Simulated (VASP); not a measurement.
# InP (F-43m) in VASP: a series of runs

InP is run at these levels: LDA; tasks: single point.

Everything below comes from runs of VASP 6.6.1. Logs are shortened: lines on timing, memory, paths and dates and some standing lists are left out, and cuts for length are marked.

### 1 The cell of the first run

The structure is cubic, space group F-43m (No. 216). Conventional cell: a = 5.827 Å, b = 5.827 Å, c = 5.827 Å, α = 90.00°, β = 90.00°, γ = 90.00°. In (site symmetry -43m) has 4 P at 2.52 Å within 3.3 Å. Within 3.3 Å of P (site symmetry -43m) lie 4 In at 2.52 Å.

### 2 Single point, LDA

Contents of INCAR:

```
PREC = Accurate
ENCUT = 500
EDIFF = 1E-6
ISMEAR = 0
SIGMA = 0.02
LREAL = F
LASPH = T
NELM = 120
ALGO = Normal
ISIF = 2
LWAVE = F
LCHARG = F
NBANDS = 16
GGA_COMPAT = F
```

Contents of KPOINTS:

```
regular mesh
0
Gamma
  10 10 10
```

Contents of POSCAR:

```
InP
1.0
    0.0000000000      2.9134252610      2.9134252610
    2.9134252610      0.0000000000      2.9134252610
    2.9134252610      2.9134252610      0.0000000000
In P
1 1
Direct
    0.0000000000      0.0000000000      0.0000000000
    0.2500000000      0.2500000000      0.2500000000
```

Potentials or basis: VASP PAW LDA potentials, release 64 (In_d, P).

On the command line:

```sh
$ cat potpaw_LDA.64/In_d/POTCAR potpaw_LDA.64/P/POTCAR > POTCAR
$ mpirun -np 1 vasp_std > vasp.out
```

OUTCAR:

```text
PREC = Accurate
   ENCUT = 500
   EDIFF = 1E-6
   ISMEAR = 0
   LREAL = F
   LASPH = T
   NELM = 120
   ISIF = 2

 ion  position               nearest neighbor table
   1  0.000  0.000  0.000-   2 2.52   2 2.52   2 2.52   2 2.52
   2  0.250  0.250  0.250-   1 2.52   1 2.52   1 2.52   1 2.52

  LATTYP: Found a face centered cubic cell.
 ALAT       =     5.8268505220

  Lattice vectors:

 A1 = (   0.0000000000,   2.9134252610,   2.9134252610)
 A2 = (   2.9134252610,   0.0000000000,   2.9134252610)
 A3 = (   2.9134252610,   2.9134252610,   0.0000000000)

Analysis of symmetry for initial positions (statically):
=====================================================================
 Subroutine PRICEL returns:
 Original cell was already a primitive cell.

 Routine SETGRP: Setting up the symmetry group for a
 face centered cubic supercell.

 Subroutine GETGRP returns: Found 24 space group operations
 (whereof 24 operations were pure point group operations)
 out of a pool of 48 trial point group operations.

The static configuration has the point symmetry T_d .

Analysis of symmetry for dynamics (positions and initial velocities):
=====================================================================
 Subroutine PRICEL returns:
 Original cell was already a primitive cell.

 Routine SETGRP: Setting up the symmetry group for a
 face centered cubic supercell.

 Subroutine GETGRP returns: Found 24 space group operations
 (whereof 24 operations were pure point group operations)
 out of a pool of 48 trial point group operations.

The dynamic configuration has the point symmetry T_d .

 Subroutine INISYM returns: Found 24 space group operations
 (whereof 24 operations are pure point group operations),
 and found     1 'primitive' translations

----------------------------------------------------------------------------------------

                                     Primitive cell

  volume of cell :      49.4586

  direct lattice vectors                    reciprocal lattice vectors
     0.000000000  2.913425261  2.913425261    -0.171619299  0.171619299  0.171619299
     2.913425261  0.000000000  2.913425261     0.171619299 -0.171619299  0.171619299
     2.913425261  2.913425261  0.000000000     0.171619299  0.171619299 -0.171619299

  length of vectors
     4.120205517  4.120205517  4.120205517     0.297253345  0.297253345  0.297253345

  position of ions in fractional coordinates (direct lattice)
     0.000000000  0.000000000  0.000000000
     0.250000000  0.250000000  0.250000000

  ion indices of the primitive-cell ions
   primitive index   ion index
                 1           1
                 2           2

----------------------------------------------------------------------------------------

 KPOINTS: regular mesh

Automatic generation of k-mesh.
 Grid dimensions read from file:
 generate k-points for:   10   10   10

 Generating k-lattice:

  Cartesian coordinates                     Fractional coordinates (reciprocal lattice)
    -0.017161930  0.017161930  0.017161930     0.100000000  0.000000000  0.000000000
     0.017161930 -0.017161930  0.017161930     0.000000000  0.100000000  0.000000000
     0.017161930  0.017161930 -0.017161930     0.000000000  0.000000000  0.100000000

  Length of vectors
     0.029725334  0.029725334  0.029725334

  Shift w.r.t. Gamma in fractional coordinates (k-lattice)
     0.000000000  0.000000000  0.000000000

 Subroutine IBZKPT returns following result:
 ===========================================

 Found     47 irreducible k-points:

 Following reciprocal coordinates:
            Coordinates               Weight
  0.000000  0.000000  0.000000      1.000000
  0.100000  0.000000  0.000000      8.000000
  0.200000  0.000000  0.000000      8.000000
  0.300000  0.000000  0.000000      8.000000
  0.400000  0.000000  0.000000      8.000000
  0.500000  0.000000  0.000000      4.000000
[... 16 lines left out ...]
  0.300000  0.300000  0.000000      6.000000
  0.400000  0.300000  0.000000     24.000000
 [... further k-points ...]
   k-points           NKPTS =     47   k-points in BZ     NKDIM =     47   number of bands    NBANDS=     16
   number of dos      NEDOS =    301   number of ions     NIONS =      2
   total plane-waves  NPLWV =  27000
   dimension x,y,z NGX =    30 NGY =   30 NGZ =   30
   dimension x,y,z NGXF=    60 NGYF=   60 NGZF=   60
   ions per type =               1   1
   NGX,Y,Z   is equivalent  to a cutoff of  12.10, 12.10, 12.10 a.u.
   NGXF,Y,Z  is equivalent  to a cutoff of  24.21, 24.21, 24.21 a.u.
 SYSTEM =  unknown system
   PREC   = accura    normal or accurate (medium, high low for compatibility)
   ISTART =      0    job   : 0-new  1-cont  2-samecut
   ICHARG =      2    charge: 1-file 2-atom 10-const
   ISPIN  =      1    spin polarized calculation?
   LNONCOLLINEAR =      F non collinear calculations
   LSORBIT =      F    spin-orbit coupling
   LASPH  =      T    aspherical Exc in radial PAW
   ENCUT  =  500.0 eV  36.75 Ry    6.06 a.u.   7.51  7.51  7.51*2*pi/ulx,y,z
   NELM   =    120;   NELMIN=  2; NELMDL= -5     # of ELM steps
   EDIFF  = 0.1E-05   stopping-criterion for ELM
   LREAL  =      F    real-space projection
   EDIFFG = 0.1E-04   stopping-criterion for IOM
   NSW    =      0    number of steps for IOM
   IBRION =     -1    ionic relax: 0-MD 1-quasi-New 2-CG
   NFREE  =      0    steps in history (QN), initial steepest desc. (CG)
   ISIF   =      2    stress and relaxation
   ISYM   =      2    0-nonsym 1-usesym 2-fastsym
   POTIM  = 0.5000    time-step for ionic-motion
   TEBEG  =    0.0;   TEEND  =   0.0 temperature during run
   PSTRESS=    0.0 pullay stress
   NELECT =      18.0000    total number of electrons
   NUPDOWN=      -1.0000    fix difference up-down
   EMIN   =  10.00;   EMAX   =-10.00  energy-range for DOS
   EFERMI =   0.00;   METHOD = LEGACY
   ISMEAR =     0;   SIGMA  =   0.02  broadening in eV -4-tet -1-fermi 0-gaus
   EFERMI_NEDOS =   21; number of points for ismear=-14 and -15
   IALGO  =     38    algorithm
   IMIX   =      4    mixing-type and parameters
     AMIX     =   0.40;   BMIX     =  1.00
     AMIX_MAG =   1.60;   BMIX_MAG =  1.00
  volume/ion in A,a.u.               =      24.73       166.88
  Fermi-wavevector in a.u.,A,eV,Ry     =   1.168831  2.208771 18.587821  1.366166
  Thomas-Fermi vector in A             =   2.305312
   LORBIT       =      0    0 simple, 1 ext, 2 COOP (PROOUT), +10 PAW based schemes
   GGA     = CA    functional components
   LHFCALC =     F    Hartree Fock is set to
   AEXX    =    0.0000 exact exchange contribution
   IVDW    =     0    specifies the selected vdW correction
   LEPSILON=     F    determine dielectric tensor
   LRPA    =     F    only Hartree local field effects (RPA)
 non-spin polarized calculation
 Gauss-broadening in eV      SIGMA  =   0.02
  energy-cutoff  :      500.00
  volume of cell :       49.46
 maximum number of plane-waves:      1279
   NGX = 15   NGY = 15   NGZ = 15

 number of electron      18.0000011 magnetization

 Free energy of the ion-electron system (eV)
  ---------------------------------------------------
  ext. energy  EPLUGINS =         0.00000000
  ---------------------------------------------------
  free energy    TOTEN  =        -9.67415595 eV

  energy without entropy =       -9.67415595  energy(sigma->0) =       -9.67415595

 E-fermi :   5.3053     XC(G=0):  -9.6867

 val. band max:        5.2036372835   @ k =   0.0000   0.0000   0.0000
 cond. band min:       5.8096700801   @ k =   0.0000   0.0000   0.0000
 fundamental gap:      0.6060327966
 Fermi energy:         5.3052687967

 k-point     1 :       0.0000    0.0000    0.0000
  band No.  band energies     occupation
      1      -9.0203      2.00000
      2      -9.0203      2.00000
      3      -9.0203      2.00000
      4      -8.8563      2.00000
      5      -8.8563      2.00000
      6      -6.4637      2.00000
[... 8 lines left out ...]
     15      14.6831      0.00000
     16      14.6831      0.00000

 k-point     2 :       0.1000    0.0000    0.0000
  band No.  band energies     occupation
      1      -9.0338      2.00000
      2      -9.0151      2.00000
      3      -9.0151      2.00000
      4      -8.8564      2.00000
      5      -8.8564      2.00000
      6      -6.3446      2.00000
[... 8 lines left out ...]
     15      14.1461      0.00000
     16      14.1559      0.00000

 k-point     3 :       0.2000    0.0000    0.0000
  band No.  band energies     occupation
      1      -9.0676      2.00000
      2      -9.0023      2.00000
      3      -9.0023      2.00000
      4      -8.8553      2.00000
      5      -8.8553      2.00000
      6      -6.0019      2.00000
[... 8 lines left out ...]
     15      13.7045      0.00000
     16      14.3841      0.00000

 k-point     4 :       0.3000    0.0000    0.0000
  band No.  band energies     occupation
      1      -9.1068      2.00000
      2      -8.9891      2.00000
      3      -8.9891      2.00000
      4      -8.8511      2.00000
      5      -8.8511      2.00000
      6      -5.4862      2.00000
[... 8 lines left out ...]
     15      13.9971      0.00000
     16      13.9971      0.00000

 k-point     5 :       0.4000    0.0000    0.0000
  band No.  band energies     occupation
      1      -9.1368      2.00000
      2      -8.9810      2.00000
      3      -8.9810      2.00000
      4      -8.8450      2.00000
      5      -8.8450      2.00000
      6      -4.9296      2.00000
[... 8 lines left out ...]
     15      14.9798      0.00000
     16      14.9798      0.00000

 k-point     6 :       0.5000    0.0000    0.0000
  band No.  band energies     occupation
      1      -9.1480      2.00000
      2      -8.9786      2.00000
      3      -8.9786      2.00000
      4      -8.8419      2.00000
      5      -8.8419      2.00000
      6      -4.6514      2.00000
[... 8 lines left out ...]
     15      15.8479      0.00000
     16      15.8479      0.00000
[... 267 lines left out ...]
 k-point    21 :      -0.3000    0.2000    0.0000
  band No.  band energies     occupation
      1      -9.1417      2.00000
      2      -8.9724      2.00000
      3      -8.9644      2.00000
      4      -8.8563      2.00000
      5      -8.8504      2.00000
      6      -4.7850      2.00000
[... 8 lines left out ...]
     15      15.3852      0.00000
     16      16.5901      0.00000

 k-point    22 :      -0.2000    0.2000    0.0000
  band No.  band energies     occupation
      1      -9.1173      2.00000
      2      -8.9802      2.00000
      3      -8.9790      2.00000
      4      -8.8618      2.00000
      5      -8.8476      2.00000
      6      -5.3124      2.00000
[... 8 lines left out ...]
     15      15.4132      0.00000
     16      16.4474      0.00000

 k-point    23 :       0.3000    0.3000    0.0000
  band No.  band energies     occupation
      1      -9.1583      2.00000
      2      -8.9479      2.00000
      3      -8.9479      2.00000
      4      -8.8915      2.00000
      5      -8.8315      2.00000
      6      -5.1630      2.00000
[... 8 lines left out ...]
     15      15.4183      0.00000
     16      18.0409      0.00000

 k-point    24 :       0.4000    0.3000    0.0000
  band No.  band energies     occupation
      1      -9.1788      2.00000
      2      -8.9382      2.00000
      3      -8.9344      2.00000
      4      -8.8955      2.00000
      5      -8.8276      2.00000
      6      -4.7215      2.00000
[... 8 lines left out ...]
     15      15.8392      0.00000
     16      17.9083      0.00000

 [... further k-points ...]
[... 5 lines left out ...]
  --------------------------------------------------------------------------------------
  -------------------------------------------------------------------------------------
  Total        0.0058712      0.0058712      0.0058712      0.0000000      0.0000000     -0.0000000
  in kB        0.1901950      0.1901950      0.1901950      0.0000000      0.0000000     -0.0000000
  external PRESSURE =       0.1901950 kB  Pullay stress =       0.0000000 kB

 VOLUME and BASIS-vectors are now :
 -----------------------------------------------------------------------------
  energy-cutoff  :      500.00
  volume of cell :       49.46
      direct lattice vectors                 reciprocal lattice vectors
     0.000000000  2.913425261  2.913425261    -0.171619299  0.171619299  0.171619299
     2.913425261  0.000000000  2.913425261     0.171619299 -0.171619299  0.171619299
     2.913425261  2.913425261  0.000000000     0.171619299  0.171619299 -0.171619299

 POSITION                                       TOTAL-FORCE (eV/Angst)
 -----------------------------------------------------------------------------------
      0.00000      0.00000      0.00000        -0.000000      0.000000      0.000000
      1.45671      1.45671      1.45671         0.000000     -0.000000     -0.000000
 -----------------------------------------------------------------------------------
    total drift:                               -0.000000     -0.000000     -0.000000

  FREE ENERGIE OF THE ION-ELECTRON SYSTEM (eV)
  ---------------------------------------------------
  free  energy   TOTEN  =        -9.6741559519 eV

  energy  without entropy=       -9.6741559519  energy(sigma->0) =       -9.67415595
```

Run time: 56 s. Hardware: 1 thread of AMD EPYC 7R43 (Zen 3), shared host; peak memory 0.13 GiB.

Results:

- Free energy: -9.6742 eV
- Pressure: 0.0 GPa
- Band gap on the k mesh: 0.61 eV

Caveat: semilocal functionals underestimate gaps, and a narrow one can read as zero; spin-orbit coupling is left out, which moves the levels of the heavy elements.

### 3 Single point, LDA

Contents of INCAR:

```
SYSTEM = InP
PREC = Accurate ; ENCUT = 500
EDIFF = 1E-6 ; ISMEAR = 0
SIGMA = 0.02 ; LREAL = .FALSE.
LASPH = .TRUE. ; NELM = 120
ALGO = Normal ; ISIF = 2
LWAVE = .FALSE. ; LCHARG = .FALSE.
NBANDS = 16 ; GGA_COMPAT = .FALSE.
```

Contents of KPOINTS:

```
Automatic mesh
0
G
  10 10 10
  0 0 0
```

POSCAR is that of step 2.

Potentials or basis: VASP PAW LDA potentials, release 64 (In_d, P).

On the command line:

```sh
$ cat potpaw_LDA.64/In_d/POTCAR potpaw_LDA.64/P/POTCAR > POTCAR
$ mpirun -np 1 vasp_std > vasp.out
```

It took 54 s on 1 thread of AMD EPYC 7R43 (Zen 3), shared host; peak memory 0.13 GiB.

It converged, with:

```
Free energy            : -9.6742 eV
Pressure               : 0.0 GPa
Band gap on the k mesh : 0.61 eV
```

Levels at points of the mesh, in eV from the valence-band top:
```
           k point  band 7  band 8  band 9  band 10  band 11  band 12
(0.00, 0.00, 0.00)    0.00    0.00    0.00     0.61     3.96     3.96
(0.50, 0.00, 0.00)   -5.92   -1.02   -1.02     1.37     4.71     4.71
(0.50, 0.50, 0.00)   -5.94   -2.42   -2.42     1.57     2.12     9.10
```

Caveat: semilocal functionals underestimate gaps, and a narrow one can read as zero; spin-orbit coupling is left out, which moves the levels of the heavy elements.
